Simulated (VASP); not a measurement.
# W3C in VASP: single point with LDA

Aim: the single point of W3C with LDA.

Everything below comes from runs of VASP 6.6.1. Logs are shortened: lines on timing, memory, paths and dates and some standing lists are left out, and cuts for length are marked.

### 1 The cell of the first run

The cell holds a slab with vacuum, 4 atoms: a = 2.809 Å, b = 2.809 Å, c = 19.357 Å, α = 90.00°, β = 90.00°, γ = 90.00°.

### 2 Single point, LDA

File INCAR:

```
PREC     = Accurate       # precision mode
ENCUT    = 520            # plane-wave cutoff, eV
EDIFF    = 1E-6           # SCF threshold, eV
ISMEAR   = 0              # smearing method
SIGMA    = 0.1            # smearing width, eV
LREAL    = F              # projectors in reciprocal space
LASPH    = T              # aspherical terms in the spheres
NELM     = 100            # most SCF steps
ALGO     = Normal         # electronic algorithm
ISIF     = 2              # what is computed and relaxed
LWAVE    = F              # write WAVECAR
LCHARG   = F              # write CHGCAR
LDIPOL   = T            
IDIPOL   = 3            
DIPOL    = 0.5 0.5 0.348
GGA      = CA             # functional
NBANDS   = 31             # bands
```

File KPOINTS:

```
regular mesh
0
Gamma
  9 9 1
```

File POSCAR:

```
W3C
1.0
    2.8093052381      0.0000000000      0.0000000000
    0.0000000000      2.8093052381      0.0000000000
    0.0000000000      0.0000000000     19.3572602846
W C
3 1
Direct
    0.5000000000      0.5000000000      0.2066408129
    0.0000000000      0.0000000000      0.3062710168
    0.5000000000      0.5000000000      0.4059076630
    0.5000000000      1.0000000000      0.4733590308
```

Potentials or basis: VASP PAW LDA potentials, release 64 (W_sv, C).

Command:

```bash
$ cat potpaw_LDA.64/W_sv/POTCAR potpaw_LDA.64/C/POTCAR > POTCAR
$ mpirun -np 1 vasp_std > vasp.out
```

OUTCAR:

```text
PREC = Accurate
   ENCUT = 520
   EDIFF = 1E-6
   ISMEAR = 0
   LREAL = F
   LASPH = T
   NELM = 100
   ISIF = 2
   GGA = CA

 ion  position               nearest neighbor table
   1  0.500  0.500  0.207-   2 2.77   2 2.77   2 2.77   2 2.77
   2  0.000  0.000  0.306-   1 2.77   1 2.77   1 2.77   1 2.77   3 2.77   3 2.77   3 2.77   3 2.77

   3  0.500  0.500  0.406-   4 1.92   4 1.92   2 2.77   2 2.77   2 2.77   2 2.77
   4  0.500  0.000  0.473-   3 1.92   3 1.92

  LATTYP: Found a simple tetragonal cell.
 ALAT       =     2.8093052381
 C/A-ratio  =     6.8904083551

  Lattice vectors:

 A1 = (   2.8093052381,   0.0000000000,   0.0000000000)
 A2 = (   0.0000000000,   2.8093052381,   0.0000000000)
 A3 = (   0.0000000000,   0.0000000000,  19.3572602846)

Analysis of symmetry for initial positions (statically):
=====================================================================
 Subroutine PRICEL returns:
 Original cell was already a primitive cell.

 Routine SETGRP: Setting up the symmetry group for a
 simple tetragonal supercell.

 Subroutine GETGRP returns: Found  4 space group operations
 (whereof  4 operations were pure point group operations)
 out of a pool of 16 trial point group operations.

The static configuration has the point symmetry C_2v.

Analysis of symmetry for dynamics (positions and initial velocities):
=====================================================================
 Subroutine PRICEL returns:
 Original cell was already a primitive cell.

 Routine SETGRP: Setting up the symmetry group for a
 simple tetragonal supercell.

 Subroutine GETGRP returns: Found  4 space group operations
 (whereof  4 operations were pure point group operations)
 out of a pool of 16 trial point group operations.

The dynamic configuration has the point symmetry C_2v.

 Subroutine INISYM returns: Found  4 space group operations
 (whereof  4 operations are pure point group operations),
 and found     1 'primitive' translations

----------------------------------------------------------------------------------------

                                     Primitive cell

  volume of cell :     152.7713

  direct lattice vectors                    reciprocal lattice vectors
     2.809305238  0.000000000  0.000000000     0.355959896  0.000000000  0.000000000
     0.000000000  2.809305238  0.000000000     0.000000000  0.355959896  0.000000000
     0.000000000  0.000000000 19.357260285     0.000000000  0.000000000  0.051660203

  length of vectors
     2.809305238  2.809305238 19.357260285     0.355959896  0.355959896  0.051660203

[... 92 lines left out ...]
   TEBEG  =    0.0;   TEEND  =   0.0 temperature during run
   PSTRESS=    0.0 pullay stress
   NELECT =      46.0000    total number of electrons
   NUPDOWN=      -1.0000    fix difference up-down
   EMIN   =  10.00;   EMAX   =-10.00  energy-range for DOS
   EFERMI =   0.00;   METHOD = LEGACY
   ISMEAR =     0;   SIGMA  =   0.10  broadening in eV -4-tet -1-fermi 0-gaus
   EFERMI_NEDOS =   21; number of points for ismear=-14 and -15
   IALGO  =     38    algorithm
   IMIX   =      4    mixing-type and parameters
     AMIX     =   0.40;   BMIX     =  1.00
     AMIX_MAG =   1.60;   BMIX_MAG =  1.00
  volume/ion in A,a.u.               =      38.19       257.74
  Fermi-wavevector in a.u.,A,eV,Ry     =   1.097270  2.073540 16.381436  1.204002
  Thomas-Fermi vector in A             =   2.233627
   LORBIT       =      0    0 simple, 1 ext, 2 COOP (PROOUT), +10 PAW based schemes
   GGA     = CA    functional components
   LHFCALC =     F    Hartree Fock is set to
   AEXX    =    0.0000 exact exchange contribution
   IVDW    =     0    specifies the selected vdW correction
   LEPSILON=     F    determine dielectric tensor
   LRPA    =     F    only Hartree local field effects (RPA)
 non-spin polarized calculation
 Gauss-broadening in eV      SIGMA  =   0.10
  energy-cutoff  :      520.00
  volume of cell :      152.77
 maximum number of plane-waves:      4159
 NGX is ok and might be reduce to    24
   NGX = 11   NGY = 11   NGZ = 71

 dipolmoment           0.000000      0.000000     -0.006279 electrons x Angstroem

 number of electron      46.0000006 magnetization

 dipolmoment           0.000000      0.000000      0.075487 electrons x Angstroem

 Free energy of the ion-electron system (eV)
  ---------------------------------------------------
  ext. energy  EPLUGINS =         0.00000000
  ---------------------------------------------------
  free energy    TOTEN  =       -45.42870012 eV

  energy without entropy =      -45.40724976  energy(sigma->0) =      -45.41797494

 E-fermi :   0.0806     XC(G=0):  -5.8722

 val. band max:        0.0404982219   @ k =   0.1111   0.1111   0.0000
 cond. band min:       0.0980019185   @ k =   0.3333   0.3333   0.0000
 fundamental gap:      0.0575036966
 Fermi energy:         0.0805505452

 k-point     1 :       0.0000    0.0000    0.0000
  band No.  band energies     occupation
      1     -73.2969      2.00000
      2     -73.0315      2.00000
      3     -72.8162      2.00000
      4     -38.1941      2.00000
      5     -37.7037      2.00000
      6     -37.4587      2.00000
[... 805 lines left out ...]
     30       5.1035      0.00000
     31       5.4167      0.00000

 [... further k-points ...]

------------------------ aborting loop because EDIFF is reached ----------------------------------------

 vacuum level on the upper side and lower side of the slab       (xc-potential included)         0.829        -0.859

  FORCE on cell =-STRESS in cart. coord.  units (eV):
  Direction    XX          YY          ZZ          XY          YZ          ZX
  --------------------------------------------------------------------------------------
  -------------------------------------------------------------------------------------
  Total        1.4167531      0.0501084      2.2213296      0.0000000      0.0000000      0.0000000
  in kB       14.8580906      0.5255083     23.2960260      0.0000000      0.0000000      0.0000000
  external PRESSURE =      12.8932083 kB  Pullay stress =       0.0000000 kB

 VOLUME and BASIS-vectors are now :
 -----------------------------------------------------------------------------
  energy-cutoff  :      520.00
  volume of cell :      152.77
      direct lattice vectors                 reciprocal lattice vectors
     2.809305238  0.000000000  0.000000000     0.355959896  0.000000000  0.000000000
     0.000000000  2.809305238  0.000000000     0.000000000  0.355959896  0.000000000
     0.000000000  0.000000000 19.357260285     0.000000000  0.000000000  0.051660203

 POSITION                                       TOTAL-FORCE (eV/Angst)
 -----------------------------------------------------------------------------------
      1.40465      1.40465      4.00000         0.000000      0.000000     -0.389109
      0.00000      0.00000      5.92857         0.000000      0.000000     -0.280326
      1.40465      1.40465      7.85726         0.000000      0.000000      0.503119
      1.40465      0.00000      9.16293         0.000000      0.000000      0.166316
 -----------------------------------------------------------------------------------
    total drift:                                0.000000     -0.000000     -0.000311

  FREE ENERGIE OF THE ION-ELECTRON SYSTEM (eV)
  ---------------------------------------------------
  free  energy   TOTEN  =       -45.4287001245 eV

  energy  without entropy=      -45.4072497602  energy(sigma->0) =      -45.41797494

 vacuum level on the upper side and lower side of the slab         6.605         4.775
```

OSZICAR:

```text
N       E                     dE             d eps       ncg     rms          rms(c)
DAV:   1     0.496122745185E+03    0.49612E+03   -0.28599E+04  1862   0.141E+03
DAV:   2    -0.293858089845E+02   -0.52551E+03   -0.51149E+03  1829   0.432E+02
DAV:   3    -0.497471027951E+02   -0.20361E+02   -0.19419E+02  1958   0.862E+01
[... 22 lines left out ...]
DAV:  26    -0.454286679588E+02   -0.24797E-04   -0.69234E-06  1350   0.110E-02    0.458E-03
DAV:  27    -0.454286908396E+02   -0.22881E-04   -0.33108E-06  1439   0.523E-03    0.438E-03
DAV:  28    -0.454286964601E+02   -0.56205E-05   -0.72554E-07  1249   0.353E-03    0.218E-03
DAV:  29    -0.454286993187E+02   -0.28586E-05   -0.29001E-07  1151   0.299E-03    0.772E-04
DAV:  30    -0.454287001245E+02   -0.80581E-06   -0.10822E-07  1117   0.153E-03
   1 F= -.45428700E+02 E0= -.45417975E+02  d E =-.214504E-01
```

stdout:

```text
POSCAR found type information on POSCAR W C
 POSCAR found :  2 types and       4 ions
 scaLAPACK will be used
 LDA part: xc-table for (Slater(with rela. corr.)+CA(PZ))
 , standard interpolation
 POSCAR, INCAR and KPOINTS ok, starting setup
 FFT: planning ... GRIDC
 FFT: planning ... GRID_SOFT
 FFT: planning ... GRID
 WAVECAR not read
 entering main loop
```

Wall time 2 min (1 thread of Intel Xeon 6975P-C (Granite Rapids), shared host); peak memory 0.27 GiB.

What came out:

| Item | Value |
| --- | --- |
| Free energy | -45.4287 eV |
| Largest force | 0.503 eV/Å |
| Band gap on the k mesh | zero (bands 23 and 24 overlap by 0.94 eV) |

Forces on the atoms (eV/Å):
```
W    0.000  0.000 -0.389
W    0.000  0.000 -0.280
W    0.000  0.000  0.503
C    0.000  0.000  0.166
```

Levels at points of the mesh, in eV from the Fermi level:
```csv
k point,band 19,band 20,band 21,band 22,band 23,band 24,band 25,band 26,band 27,band 28
"(0.00, 0.00, 0.00)",-2.49,-1.71,-0.85,-0.61,0.37,0.66,1.36,1.63,2.72,2.95
```

Caveat: spin-orbit coupling is left out, which moves the levels of the heavy elements.

The gap in the log of VASP goes by the Fermi energy; the results here count the filled bands.